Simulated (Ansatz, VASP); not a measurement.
## Ti3Al5: VASP beside Ansatz

```xyz
8
Lattice="3.8833 -0.1942 0.0000 -0.1942 3.8833 0.0000 0.0000 0.0000 8.2969" Properties=species:S:1:pos:R:3 pbc="T T T"
Ti    0.0000    0.0000    4.1484
Ti    1.8446    1.8446    0.0000
Ti    1.8446    1.8446    4.1484
Al   -0.0971    1.9416    2.0937
Al   -0.0971    1.9416    6.2032
Al    1.9416   -0.0971    2.0937
Al    1.9416   -0.0971    6.2032
Al    0.0000    0.0000    0.0000
```

Change from the starting cell: strain -0.1000 x Voigt [0, 0, 0, 0, 0, 1], atoms carried along.

Alike in both runs: task single point; functional PBEsol; k mesh 10 × 10 × 6; occupations gaussian, width 0.15 eV; no spin polarisation.

|  | VASP | Ansatz |
| --- | --- | --- |
| version | VASP 6.6.1 | Ansatz 0.2.0 |
| potentials or method | VASP PAW PBE potentials, release 64 (Ti_sv, Al), cutoff 520 eV | scalar-relativistic, plane waves, PAW |
| valence electrons in the cell | 51 | 51 |

VASP gave:

```
gap on the k mesh at the Fermi level (eV)                     : none
pressure (GPa)                                                : 1.4
traceless stress, the component that is largest in VASP (GPa) : 10.18
rms of the force components (eV/Å)                            : 0.010
```

Question: What did Ansatz give for the same quantities?

Answer: gap on the k mesh at the Fermi level (eV): none; pressure (GPa): 1.3; traceless stress, the component that is largest in VASP (GPa): 10.16; rms of the force components (eV/Å): 0.010.

VASP's potentials were made for PBE, not for PBEsol. Atom by atom the forces differ by 0.000 eV/Å (rms over components). A gap of «none» marks a metal or a gap that the smearing closes.
